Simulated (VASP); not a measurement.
A run of VASP 6.6.1 is set up as follows.

File INCAR:

```
SYSTEM = V
ALGO = Normal ; EDIFF = 1E-6
ENCUT = 500 ; GGA = PS
GGA_COMPAT = .False. ; ISIF = 2
ISMEAR = 0 ; LASPH = .True.
LCHARG = .False. ; LREAL = .False.
LWAVE = .False. ; NBANDS = 12
NELM = 120 ; PREC = Accurate
SIGMA = 0.1
```

File KPOINTS:

```
k-points
0
Gamma
  20 20 20
  0 0 0
```

POSCAR

```
V
1.0
   -1.4795875761      1.4795875761      1.4795875761
    1.4795875761     -1.4795875761      1.4795875761
    1.4795875761      1.4795875761     -1.4795875761
V
1
Direct
    0.0000000000      0.0000000000      0.0000000000
```

Potentials or basis: VASP PAW PBE potentials, release 64 (V_sv).

Command:

```sh
$ cat potpaw_PBE.64/V_sv/POTCAR > POTCAR
$ mpirun -np 1 vasp_std > vasp.out
```

**Question.** Predict the pressure.

**Answer.** 0.0 GPa.

Caveat: the PAW data sets were made with another functional, which shifts forces and pressure a little.
